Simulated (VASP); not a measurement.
# TiO2 (I4_1/amd) in VASP: relaxation of cell and atoms with PBE

Aim: the relaxation of cell and atoms of TiO2 with PBE.

All numbers are computed with VASP 6.6.1; they aren't measurements. Logs are shortened: lines on timing, memory, paths and dates and some standing lists are left out, and cuts for length are marked.

## 1. The cell of the first run

It takes space group I4_1/amd (No. 141, tetragonal). The conventional cell has a = 3.835 Å, b = 3.835 Å, c = 9.790 Å, α = 90.00°, β = 90.00°, γ = 90.00°. Ti (site symmetry -4m2) has 6 O at 1.96 to 2.02 Å within 2.6 Å. O (site symmetry 2mm) has 3 Ti at 1.96 to 2.02 Å and 2 O at 2.49 Å within 2.6 Å.

## 2. Relaxation of cell and atoms, PBE, target pressure -3 GPa, at which the enthalpy is minimised

Contents of INCAR:

```
SYSTEM = TiO2
PREC = Accurate
ENCUT = 600
EDIFF = 1E-6
ISMEAR = 0
SIGMA = 0.02
LREAL = .False.
LASPH = .True.
NELM = 80
ALGO = Normal
ISIF = 3
LWAVE = .False.
LCHARG = .False.
GGA = PE
IBRION = 2
NSW = 70
EDIFFG = -0.008
PSTRESS = -30.0
```

Contents of KPOINTS:

```
Automatic mesh
0
Gamma
  10 10 10
  0 0 0
```

Contents of POSCAR:

```
TiO2
1.0
   -1.9176614357      1.9176614357      4.8949763944
    1.9176614357     -1.9176614357      4.8949763944
    1.9176614357      1.9176614357     -4.8949763944
Ti O
2 4
Direct
    0.0000000000      0.0000000000      0.0000000000
    0.7500000000      0.2500000000      0.5000000000
    0.9564814580      0.4564814580      0.5000000000
    0.2064814580      0.2064814580      0.0000000000
    0.5435185420      0.0435185420      0.5000000000
    0.7935185420      0.7935185420      0.0000000000
```

Potentials or basis: VASP PAW PBE potentials, release 64 (Ti_sv, O).

Started as:

```console
$ cat potpaw_PBE.64/Ti_sv/POTCAR potpaw_PBE.64/O/POTCAR > POTCAR
$ mpirun -np 1 vasp_std > vasp.out
```

OUTCAR:

```text
SYSTEM = TiO2
   PREC = Accurate
   ENCUT = 600
   EDIFF = 1E-6
   ISMEAR = 0
   LREAL = .False.
   LASPH = .True.
   NELM = 80
   ISIF = 3
   GGA = PE
   IBRION = 2
   NSW = 70
   EDIFFG = -0.008
   PSTRESS = -30.0

 ion  position               nearest neighbor table
   1  0.000  0.000  0.000-   5 1.96   3 1.96   5 1.96   3 1.96   4 2.02   6 2.02
   2  0.750  0.250  0.500-   6 1.96   4 1.96   6 1.96   4 1.96   3 2.02   5 2.02
   3  0.956  0.456  0.500-   1 1.96   1 1.96   2 2.02
   4  0.206  0.206  0.000-   2 1.96   2 1.96   1 2.02
   5  0.544  0.044  0.500-   1 1.96   1 1.96   2 2.02
   6  0.794  0.794  0.000-   2 1.96   2 1.96   1 2.02

  LATTYP: Found a body centered tetragonal cell.
 ALAT       =     3.8353228714
 C/A-ratio  =     2.5525759153

  Lattice vectors:

 A1 = (  -1.9176614357,   1.9176614357,   4.8949763944)
 A2 = (   1.9176614357,  -1.9176614357,   4.8949763944)
 A3 = (   1.9176614357,   1.9176614357,  -4.8949763944)

Analysis of symmetry for initial positions (statically):
=====================================================================
 Subroutine PRICEL returns:
 Original cell was already a primitive cell.

 Routine SETGRP: Setting up the symmetry group for a
 body centered tetragonal supercell.

 Subroutine GETGRP returns: Found 16 space group operations
 (whereof  8 operations were pure point group operations)
 out of a pool of 16 trial point group operations.

The static configuration has the point symmetry D_2d.
 The point group associated with its full space group is D_4h.

Analysis of symmetry for dynamics (positions and initial velocities):
=====================================================================
 Subroutine PRICEL returns:
 Original cell was already a primitive cell.

 Routine SETGRP: Setting up the symmetry group for a
 body centered tetragonal supercell.

 Subroutine GETGRP returns: Found 16 space group operations
 (whereof  8 operations were pure point group operations)
 out of a pool of 16 trial point group operations.

The dynamic configuration has the point symmetry D_2d.
 The point group associated with its full space group is D_4h.

 Subroutine INISYM returns: Found 16 space group operations
 (whereof  8 operations are pure point group operations),
 and found     1 'primitive' translations

----------------------------------------------------------------------------------------

                                     Primitive cell

  volume of cell :      72.0036

[... 98 lines left out ...]
   EDIFFG = -.8E-02   stopping-criterion for IOM
   NSW    =     70    number of steps for IOM
   IBRION =      2    ionic relax: 0-MD 1-quasi-New 2-CG
   NFREE  =      1    steps in history (QN), initial steepest desc. (CG)
   ISIF   =      3    stress and relaxation
   ISYM   =      2    0-nonsym 1-usesym 2-fastsym
   POTIM  = 0.5000    time-step for ionic-motion
   TEBEG  =    0.0;   TEEND  =   0.0 temperature during run
   PSTRESS=  -30.0 pullay stress
   NELECT =      48.0000    total number of electrons
   NUPDOWN=      -1.0000    fix difference up-down
   EMIN   =  10.00;   EMAX   =-10.00  energy-range for DOS
   EFERMI =   0.00;   METHOD = LEGACY
   ISMEAR =     0;   SIGMA  =   0.02  broadening in eV -4-tet -1-fermi 0-gaus
   EFERMI_NEDOS =   21; number of points for ismear=-14 and -15
   IALGO  =     38    algorithm
   IMIX   =      4    mixing-type and parameters
     AMIX     =   0.40;   BMIX     =  1.00
     AMIX_MAG =   1.60;   BMIX_MAG =  1.00
  volume/ion in A,a.u.               =      12.00        80.98
  Fermi-wavevector in a.u.,A,eV,Ry     =   1.430113  2.702522 27.826960  2.045224
  Thomas-Fermi vector in A             =   2.549994
   LORBIT       =      0    0 simple, 1 ext, 2 COOP (PROOUT), +10 PAW based schemes
   GGA     = PE    functional components
   LHFCALC =     F    Hartree Fock is set to
   AEXX    =    0.0000 exact exchange contribution
   IVDW    =     0    specifies the selected vdW correction
   LEPSILON=     F    determine dielectric tensor
   LRPA    =     F    only Hartree local field effects (RPA)
 conjugate gradient relaxation of ions
 non-spin polarized calculation
 Gauss-broadening in eV      SIGMA  =   0.02
  energy-cutoff  :      600.00
  volume of cell :       72.00
 maximum number of plane-waves:      2422
 NGX is ok and might be reduce to    48
   NGX = 23   NGY = 23   NGZ = 23

--------------------------------------- Ionic step        1  -------------------------------------------

 number of electron      48.0000000 magnetization

 Free energy of the ion-electron system (eV)
  ---------------------------------------------------
  ext. energy  EPLUGINS =         0.00000000
  ---------------------------------------------------
  free energy    TOTEN  =       -53.84849213 eV

  energy without entropy =      -53.84849213  energy(sigma->0) =      -53.84849213

------------------------ aborting loop because EDIFF is reached ----------------------------------------

  FORCE on cell =-STRESS in cart. coord.  units (eV):
  Direction    XX          YY          ZZ          XY          YZ          ZX
  --------------------------------------------------------------------------------------
  -------------------------------------------------------------------------------------
  Total       -2.2331099     -2.2331099     -2.3103246      0.0000000     -0.0000000      0.0000000
  in kB      -49.6896810    -49.6896810    -51.4078119      0.0000000     -0.0000000      0.0000000
  external PRESSURE =     -20.2623913 kB  Pullay stress =     -30.0000000 kB
[... 281 lines left out ...]
--------------------------------------- Ionic step        8  -------------------------------------------

 number of electron      48.0000001 magnetization

 Free energy of the ion-electron system (eV)
  ---------------------------------------------------
  ext. energy  EPLUGINS =         0.00000000
  ---------------------------------------------------
  free energy    TOTEN  =       -53.86667384 eV

  energy without entropy =      -53.86667384  energy(sigma->0) =      -53.86667384

 E-fermi :   3.1092     XC(G=0): -10.4862

 val. band max:        2.9522045689   @ k =  -0.4000   0.4000   0.0000
 cond. band min:       5.0632246583   @ k =   0.0000   0.0000   0.0000
 fundamental gap:      2.1110200893
 Fermi energy:         3.1091738045

 k-point     1 :       0.0000    0.0000    0.0000
  band No.  band energies     occupation
      1     -53.5502      2.00000
      2     -53.5049      2.00000
      3     -29.9548      2.00000
      4     -29.7503      2.00000
      5     -29.7503      2.00000
      6     -29.6950      2.00000
[... 733 lines left out ...]
     27       6.2910      0.00000
     28       6.4643      0.00000

 [... further k-points ...]
[... 5 lines left out ...]
  --------------------------------------------------------------------------------------
  -------------------------------------------------------------------------------------
  Total       -1.3433851     -1.3433851     -1.3772925      0.0000000      0.0000000      0.0000000
  in kB      -30.1442806    -30.1442806    -30.9051318      0.0000000      0.0000000      0.0000000
  external PRESSURE =      -0.3978976 kB  Pullay stress =     -30.0000000 kB
[... 25 lines left out ...]
  energy  without entropy=      -53.8666738427  energy(sigma->0) =      -53.86667384

  enthalpy is  TOTEN    =       -55.2036290071 eV   P V=       -1.3369551644

 reached required accuracy - stopping structural energy minimisation
```

OSZICAR:

```text
N       E                     dE             d eps       ncg     rms          rms(c)
DAV:   1     0.718384792908E+03    0.71838E+03   -0.27146E+04  5712   0.216E+03
DAV:   2     0.630601509318E+02   -0.65532E+03   -0.63519E+03  6092   0.603E+02
DAV:   3    -0.654785221438E+02   -0.12854E+03   -0.12546E+03  8840   0.225E+02
DAV:   4    -0.713248124750E+02   -0.58463E+01   -0.58397E+01  8072   0.528E+01
[... 68 lines left out ...]
DAV:   3    -0.538666737437E+02    0.93496E-03   -0.27269E-03  6976   0.476E-01    0.484E-02
DAV:   4    -0.538666736669E+02    0.76769E-07   -0.37685E-04  7376   0.144E-01    0.345E-02
DAV:   5    -0.538666714904E+02    0.21765E-05   -0.37848E-05  7768   0.590E-02    0.176E-02
DAV:   6    -0.538666734160E+02   -0.19256E-05   -0.72369E-06  6420   0.227E-02    0.418E-03
DAV:   7    -0.538666738427E+02   -0.42669E-06   -0.41532E-07  3520   0.545E-03
   8 F= -.55203629E+02 E0= -.55203629E+02  d E =-.111196E-02
```

CONTCAR:

```text
TiO2
   1.00000000000000
    -1.9068002577926877    1.9068002577926877    4.9094831700565198
     1.9068002577926877   -1.9068002577926877    4.9094831700565198
     1.9068002577926877    1.9068002577926877   -4.9094831700565198
  Ti              O
     2     4
Direct
     0.0000000000000000    0.0000000000000000    0.0000000000000000
     0.7500000000000000    0.2500000000000000    0.5000000000000000
     0.9552363016254397    0.4552363016254398    0.5000000000000000
     0.2052363016254398    0.2052363016254398    0.0000000000000000
     0.5447636983745603    0.0447636983745602    0.5000000000000000
     0.7947636983745603    0.7947636983745603    0.0000000000000000

  0.00000000E+00  0.00000000E+00  0.00000000E+00
  0.00000000E+00  0.00000000E+00  0.00000000E+00
  0.00000000E+00  0.00000000E+00  0.00000000E+00
  0.00000000E+00  0.00000000E+00  0.00000000E+00
  0.00000000E+00  0.00000000E+00  0.00000000E+00
  0.00000000E+00  0.00000000E+00  0.00000000E+00
```

It took 41 min on 1 thread of Intel Xeon Platinum 8259CL at 2.50GHz (Skylake/Cascade Lake), shared host; peak memory 0.46 GiB.

Results:

- Free energy: -53.8667 eV
- Relaxed volume: 11.90 Å³/atom
- Relaxed cell: a = 5.601 Å, b = 5.601 Å, c = 5.601 Å, α = 140.20°, β = 140.20°, γ = 57.56°
- Space group after relaxing (to 0.1 Å): I4_1/amd (No. 141)
- Energy change on relaxing (the run minimises the enthalpy): -3.0 meV/atom
- Ionic steps: 8
- Pressure after relaxing: -3.0 GPa
- Largest force after relaxing: 0.006 eV/Å
- Band gap on the k mesh: 2.11 eV (least direct gap 2.38 eV)

Forces on the atoms (eV/Å):
```
Ti   0.000  0.000  0.000
Ti   0.000  0.000  0.000
O    0.000  0.000 -0.006
O    0.000  0.000 -0.006
O    0.000  0.000  0.006
O    0.000  0.000  0.006
```

Step by step:
```csv
step,energy change (eV),largest force (eV/Å),pressure (GPa),volume (Å³)
1,0.0000,0.1271,-5.03,72.00
2,-0.0286,0.0802,-0.56,70.43
3,-0.0202,0.0291,-2.92,71.23
4,-0.0199,0.0311,-2.97,71.25
5,-0.0198,0.0275,-2.98,71.27
6,-0.0192,0.0164,-2.97,71.34
7,-0.0167,0.0060,-3.03,71.47
8,-0.0182,0.0062,-3.04,71.40
```

Final structure:
```cif
data_structure
_symmetry_space_group_name_H-M 'P 1'
_symmetry_Int_Tables_number 1
_cell_length_a 5.6013
_cell_length_b 5.6013
_cell_length_c 5.6013
_cell_angle_alpha 140.195
_cell_angle_beta 140.195
_cell_angle_gamma 57.557
_cell_volume 71.40
loop_
_atom_site_label
_atom_site_type_symbol
_atom_site_fract_x
_atom_site_fract_y
_atom_site_fract_z
_atom_site_occupancy
Ti1 Ti 0.00000 0.00000 0.00000 1
Ti2 Ti 0.75000 0.25000 0.50000 1
O1 O 0.95524 0.45524 0.50000 1
O2 O 0.20524 0.20524 0.00000 1
O3 O 0.54476 0.04476 0.50000 1
O4 O 0.79476 0.79476 0.00000 1
```

Levels at points of the mesh, in eV from the valence-band top:
```csv
k point,band 21,band 22,band 23,band 24,band 25,band 26,band 27,band 28
"(0.00, 0.00, 0.00)",-0.80,-0.78,-0.37,-0.37,2.11,2.73,3.95,3.95
"(0.50, 0.00, 0.00)",-1.81,-0.84,-0.82,-0.63,3.15,3.39,3.43,3.48
"(0.50, 0.50, 0.00)",-1.90,-1.90,-0.05,-0.05,3.13,3.13,3.59,3.59
"(0.50, 0.50, 0.50)",-1.20,-1.20,-0.07,-0.07,2.41,2.41,3.65,3.65
```

Caveat: the cell is relaxed towards a set pressure, so the run minimises the enthalpy, not the energy.
